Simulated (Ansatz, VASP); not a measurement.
One calculation of Al2Cu, two programs

File INCAR:

```
SYSTEM = Al2Cu
PREC = Accurate ; ENCUT = 520
EDIFF = 1E-7 ; ISMEAR = 0
SIGMA = 0.15 ; LREAL = .False.
LASPH = .True. ; NELM = 100
ALGO = Fast ; ISIF = 2
LWAVE = .False. ; LCHARG = .False.
GGA = PS ; NBANDS = 26
```

The input KPOINTS:

```
regular mesh
0
Gamma
  10 10 10
  0 0 0
```

File POSCAR:

```
Al2Cu
1.0
   -2.9366000000      2.9366000000      2.5345000000
    2.9366000000     -2.9366000000      2.5345000000
    2.9366000000      2.9366000000     -2.5345000000
Al Cu
4 2
Direct
    0.1593210787      0.6593210787      0.8186421574
    0.6593210787      0.8406789213      0.5000000000
    0.8406789213      0.3406789213      0.1813578426
    0.3406789213      0.1593210787      0.5000000000
    0.7500000000      0.7500000000      0.0000000000
    0.2500000000      0.2500000000      0.0000000000
```

Input for Ansatz:

```yaml
crystal:
  lattice:
    - [-2.9366, 2.9366, 2.5345]
    - [2.9366, -2.9366, 2.5345]
    - [2.9366, 2.9366, -2.5345]
  atoms:
    - { symbol: Al, position: [0.1593210787, 0.6593210787, 0.8186421574] }
    - { symbol: Al, position: [0.6593210787, 0.8406789213, 0.5] }
    - { symbol: Al, position: [0.8406789213, 0.3406789213, 0.1813578426] }
    - { symbol: Al, position: [0.3406789213, 0.1593210787, 0.5] }
    - { symbol: Cu, position: [0.75, 0.75, 0.0] }
    - { symbol: Cu, position: [0.25, 0.25, 0.0] }
basis:
  ecutwfc: 520.0
kpoints:
  mp_grid: { grid: [10, 10, 10] }
hamiltonian:
  xc: pbesol
  pseudopotentials: { kind: paw, azcp: { folder: soft_1 } }
scf:
  occupations: { method: gaussian, width: 0.15 }
output:
  forces: true
  stress: true
  eigenvalues: true
```

Alike in both runs: task single point; functional PBEsol; k mesh 10 × 10 × 10; occupations gaussian, width 0.15 eV; no spin polarisation.

```csv
,VASP,Ansatz
version,VASP 6.6.1,Ansatz 0.2.0
potentials or method,"VASP PAW PBE potentials, release 64 (Al, Cu), cutoff 520 eV","scalar-relativistic, plane waves, PAW"
valence electrons in the cell,34,50
```

|  | VASP | Ansatz | Ansatz less VASP |
| --- | --- | --- | --- |
| gap on the k mesh at the Fermi level (eV) | none | none | - |
| pressure (GPa) | -0.2 | -0.4 | -0.28 |
| traceless stress, the component that is largest in VASP (GPa) | -5.32 | -5.37 | -0.052 |
| rms of the force components (eV/Å) | 0.104 | 0.105 | +0.0007 |

VASP's potentials were made for PBE, not for PBEsol, and Ansatz warns of the same on its side. Atom by atom the forces differ by 0.001 eV/Å (rms over components). A gap of «none» marks a metal or a gap that the smearing closes. The functional is the same, so the differences come from potentials, cutoffs and numerics. VASP's potentials hold 34 valence electrons a cell and Ansatz's 50, so a difference there can come from the potentials and not from the codes.
